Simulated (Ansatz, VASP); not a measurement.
Ca: VASP beside Ansatz

Contents of INCAR:

```
SYSTEM = Ca
  PREC = Accurate
  ENCUT = 520
  EDIFF = 1E-7
  ISMEAR = 0
  SIGMA = 0.15
  LREAL = .False.
  LASPH = .True.
  NELM = 100
  ALGO = Fast
  ISIF = 2
  LWAVE = .False.
  LCHARG = .False.
  GGA = PS
  NBANDS = 17
```

The input KPOINTS:

```
regular mesh
0
Gamma
  12 12 8
  0 0 0
```

POSCAR

```
Ca
1.0
    3.9799995206      0.0000000000      0.0000000000
   -1.9899997603      3.4467806919      0.0000000000
    0.0000000000      0.0000000000      6.7808000000
Ca
2
Direct
    0.3333333333      0.6666666667      0.2500000000
    0.6666666667      0.3333333333      0.7500000000
```

Input for Ansatz:

```yaml
crystal:
  lattice:
    - [3.9799995206, 0.0, 0.0]
    - [-1.9899997603, 3.4467806919, 0.0]
    - [0.0, 0.0, 6.7808]
  atoms:
    - { symbol: Ca, position: [0.3333333333, 0.6666666667, 0.25] }
    - { symbol: Ca, position: [0.6666666667, 0.3333333333, 0.75] }
basis:
  ecutwfc: 420
kpoints:
  mp_grid: { grid: [12, 12, 8] }
hamiltonian:
  xc: pbesol
scf:
  occupations: { method: gaussian, width: 0.15 }
output:
  forces: true
  stress: true
  eigenvalues: true
```

Change from the starting cell: strain +0.000 along x and y, +0.040 along z, atoms carried along.

Alike in both runs: task single point; functional PBEsol; k mesh 12 × 12 × 8; occupations gaussian, width 0.15 eV; no spin polarisation.

|  | VASP | Ansatz |
| --- | --- | --- |
| version | VASP 6.6.1 | Ansatz 0.2.0 |
| potentials or method | VASP PAW PBE potentials, release 64 (Ca_sv), cutoff 520 eV | scalar-relativistic, plane waves, PAW |
| valence electrons in the cell | 20 | 20 |

|  | VASP | Ansatz | Ansatz less VASP |
| --- | --- | --- | --- |
| gap on the k mesh at the Fermi level (eV) | none | none | - |
| pressure (GPa) | -1.9 | -1.9 | 0.00 |
| traceless stress, the component that is largest in VASP (GPa) | -0.65 | -0.65 | 0.000 |

VASP's potentials were made for PBE, not for PBEsol. A gap of «none» marks a metal or a gap that the smearing closes.
